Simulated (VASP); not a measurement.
Set up this calculation in VASP 6.6.1, as the native input.

```
Task                   : single point
Functional             : PBE
Potentials or basis    : VASP PAW PBE potentials, release 64 (Li_sv)
Cutoff                 : 520 eV
k mesh                 : 21 × 21 × 21
Occupations            : fermi-dirac, width 0.1 eV
Spin                   : no spin polarisation
Dipole correction      : no
Further INCAR settings : ALGO = Normal; EDIFF = 1e-06; NBANDS = 8
```

The structure of Li lies in POSCAR:

```
Li
1.0
    0.0000000000      2.1604092567      2.1604092567
    2.1604092567      0.0000000000      2.1604092567
    2.1604092567      2.1604092567      0.0000000000
Li
1
Direct
    0.0000000000      0.0000000000      0.0000000000
```

This isn't the form of Li at room conditions, which is bcc.

One way to write it, as run:

INCAR

```
SYSTEM = Li
PREC = Accurate
ENCUT = 520
EDIFF = 1E-6
ISMEAR = -1
SIGMA = 0.1
LREAL = .FALSE.
LASPH = .TRUE.
NELM = 60
ALGO = Normal
ISIF = 2
LWAVE = .FALSE.
LCHARG = .FALSE.
GGA = PE
NBANDS = 8
```

KPOINTS

```
Automatic mesh
0
G
  21 21 21
  0 0 0
```

Potentials or basis: VASP PAW PBE potentials, release 64 (Li_sv).

Launch:

```console
$ cat potpaw_PBE.64/Li_sv/POTCAR > POTCAR
$ mpirun -np 1 vasp_std > vasp.out
```

Results of the run:

| Property | Result |
| --- | --- |
| Band gap on the k mesh | zero (an odd number of electrons rules out a gap without spin polarisation) |

Wall time 33 s on 1 thread of Intel Xeon 8259CL (shared host), peak memory 0.15 GiB.
